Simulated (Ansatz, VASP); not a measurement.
Given: the input of a run of VASP 6.6.1 on HfN.

Contents of INCAR:

```
SYSTEM = HfN
ALGO     = Normal         ! electronic algorithm
EDIFF    = 1E-7           ! SCF threshold, eV
EDIFFG   = -0.005         ! ionic threshold
ENCUT    = 600            ! plane-wave cutoff, eV
GGA      = PE             ! functional
GGA_COMPAT= .False.      
IBRION   = 2              ! ionic algorithm
ISIF     = 3              ! what is computed and relaxed
ISMEAR   = -1             ! smearing method
LASPH    = .True.         ! aspherical terms in the spheres
LCHARG   = .False.        ! write CHGCAR
LREAL    = .False.        ! projectors in reciprocal space
LWAVE    = .False.        ! write WAVECAR
NELM     = 120            ! most SCF steps
NELMIN   = 4            
NSW      = 80             ! ionic steps
PREC     = Accurate       ! precision mode
SIGMA    = 0.05           ! smearing width, eV
```

Contents of KPOINTS:

```
k-points
0
Gamma
  10 10 10
  0 0 0
```

Contents of POSCAR:

```
HfN
1.0
    0.0000000000      2.2560000000      2.2560000000
    2.2560000000      0.0000000000      2.2560000000
    2.2560000000      2.2560000000      0.0000000000
Hf N
1 1
Direct
    0.0000000000      0.0000000000      0.0000000000
    0.5000000000      0.5000000000      0.5000000000
```

Potentials or basis: VASP PAW PBE potentials, release 64 (Hf_pv, N).

The run is started by

```sh
$ cat potpaw_PBE.64/Hf_pv/POTCAR potpaw_PBE.64/N/POTCAR > POTCAR
$ mpirun -np 1 vasp_std > vasp.out
```

Problem. Set up the same calculation for Ansatz 0.2.0. Potentials there: all-electron LAPW, scalar-relativistic.

Solution. As run (the cutoff follows the program's own potentials):

The input input.yaml:

```yaml
crystal:
  lattice:
    - [0.0, 2.256, 2.256]
    - [2.256, 0.0, 2.256]
    - [2.256, 2.256, 0.0]
  atoms:
    - { symbol: Hf, position: [0.0, 0.0, 0.0] }
    - { symbol: "N", position: [0.5, 0.5, 0.5] }
kpoints:
  mp_grid: { grid: [10, 10, 10] }
scf:
  occupations: { method: fermi_dirac, width: 0.05 }
hamiltonian:
  xc: pbe
  pseudopotentials: { kind: all_electron, lapw: { basis_error: 0.001 } }
output:
  forces: true
  stress: true
relax:
  f_tol: 0.005
  max_steps: 60
  cell: {}
```

Potentials or basis: all-electron LAPW, scalar-relativistic.

Launch:

```bash
$ ansatz run input.yaml --threads 1 --pin off --max-ram 3072MiB --backend cpu --events-out ev --progress --plain --runs-dir out
```

Both were run:

|  | VASP | Ansatz | Ansatz less VASP |
| --- | --- | --- | --- |
| relaxed volume (Å³/atom) | 11.65 | 11.76 | +0.108 |
| relaxed length of the cell vector where the two differ most in proportion (Å) | 3.206 | 3.216 | +0.0099 |

Ansatz ran all-electron here, and VASP with PAW potentials.

Neither program's run includes spin-orbit coupling.
